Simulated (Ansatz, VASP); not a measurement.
TiO in VASP and in Ansatz

Contents of INCAR:

```
PREC = Accurate
ENCUT = 520
EDIFF = 1E-6
ISMEAR = 0
SIGMA = 0.15
LREAL = False
LASPH = True
NELM = 80
ALGO = Normal
ISIF = 2
LWAVE = False
LCHARG = False
GGA = PS
NBANDS = 16
```

KPOINTS

```
regular mesh
0
Gamma
  30 30 24
```

File POSCAR:

```
TiO
1.0
    2.9441352714      0.0000000000      0.0000000000
   -1.4720676357      2.5496959372      0.0000000000
    0.0000000000      0.0000000000      2.5071723148
Ti O
1 1
Direct
    0.6666666667      0.3333333333      0.0000000000
    0.0000000000      0.0000000000      0.5000000000
```

Input for Ansatz:

```yaml
crystal:
  lattice:
    - [2.9441352714, 0.0, 0.0]
    - [-1.4720676357, 2.5496959372, 0.0]
    - [0.0, 0.0, 2.5071723148]
  atoms:
    - { symbol: Ti, position: [0.6666666667, 0.3333333333, 0.0] }
    - { symbol: O, position: [0.0, 0.0, 0.5] }
basis:
  ecutwfc: 420
kpoints:
  mp_grid: { grid: [30, 30, 24] }
hamiltonian:
  xc: pbesol
scf:
  occupations: { method: gaussian, width: 0.15 }
output:
  forces: true
  stress: true
  eigenvalues: true
```

Alike in both runs: task single point; functional PBEsol; k mesh 30 × 30 × 24; occupations gaussian, width 0.15 eV; no spin polarisation.

|  | VASP | Ansatz |
| --- | --- | --- |
| version | VASP 6.6.1 | Ansatz 0.2.0 |
| potentials or method | VASP PAW PBE potentials, release 64 (Ti_sv, O), cutoff 520 eV | scalar-relativistic, plane waves, PAW |
| valence electrons in the cell | 18 | 18 |

Ansatz gave:

```
gap on the k mesh at the Fermi level (eV)                     : none
pressure (GPa)                                                : 7.2
traceless stress, the component that is largest in VASP (GPa) : 47.98
```

Question: What did VASP give for the same quantities?

Answer: gap on the k mesh at the Fermi level (eV): none; pressure (GPa): 8.0; traceless stress, the component that is largest in VASP (GPa): 48.00.

VASP's potentials were made for PBE, not for PBEsol. A gap of «none» marks a metal or a gap that the smearing closes. With one functional, cell and mesh, what is left measures potentials, basis and numerics.
